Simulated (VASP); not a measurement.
Write the native input for VASP 6.6.1 that does the following.

```yaml
Task: relaxation of cell and atoms
Functional: LDA
Potentials_or_basis: VASP PAW LDA potentials, release 64 (Mg_sv, O)
Cutoff: 750 eV
k_mesh: 11 × 11 × 11
Occupations: fermi-dirac, width 0.05 eV
Spin: no spin polarisation
Dipole_correction: no
Mended: yes
Further_INCAR_settings: ALGO = Normal; EDIFF = 1e-07; IBRION = 2; EDIFFG = -0.01; NSW = 60; ISIF = 3
```

The structure of MgO lies in POSCAR:

```
MgO
1.0
    0.0000000000      2.0970013927      2.0970013927
    2.0970013927      0.0000000000      2.0970013927
    2.0970013927      2.0970013927      0.0000000000
Mg O
1 1
Direct
    0.0000000000      0.0000000000      0.0000000000
    0.5000000000      0.5000000000      0.5000000000
```

One way to write it, as run:

INCAR

```
SYSTEM = MgO
  PREC = Accurate
  ENCUT = 750
  EDIFF = 1E-7
  ISMEAR = -1
  SIGMA = 0.05
  LREAL = .FALSE.
  LASPH = .TRUE.
  NELM = 120
  ALGO = Normal
  ISIF = 3
  LWAVE = .FALSE.
  LCHARG = .FALSE.
  GGA = CA
  IBRION = 2
  NSW = 60
  EDIFFG = -0.01
  GGA_COMPAT = .FALSE.
  NELMIN = 4
```

KPOINTS

```
Automatic mesh
0
G
  11 11 11
  0 0 0
```

Potentials or basis: VASP PAW LDA potentials, release 64 (Mg_sv, O).

Command:

```sh
$ cat potpaw_LDA.64/Mg_sv/POTCAR potpaw_LDA.64/O/POTCAR > POTCAR
$ mpirun -np 1 vasp_std > vasp.out
```

It gave:

| Quantity | Value |
| --- | --- |
| Relaxed volume | 9.00 Å³/atom |
| Relaxed cell | a = 2.942 Å, b = 2.942 Å, c = 2.942 Å, α = 60.00°, β = 60.00°, γ = 60.00° |
| Space group after relaxing (to 0.1 Å) | Fm-3m (No. 225) |
| Energy gained by relaxing | 2.8 meV/atom |
| Ionic steps | 3 |
| Pressure after relaxing | 0.0 GPa |
| Band gap on the k mesh | 5.04 eV |

Wall time 22 s on 1 thread of Intel(R) Xeon(R) 6975P-C (Granite Rapids) (shared host), peak memory 0.15 GiB.
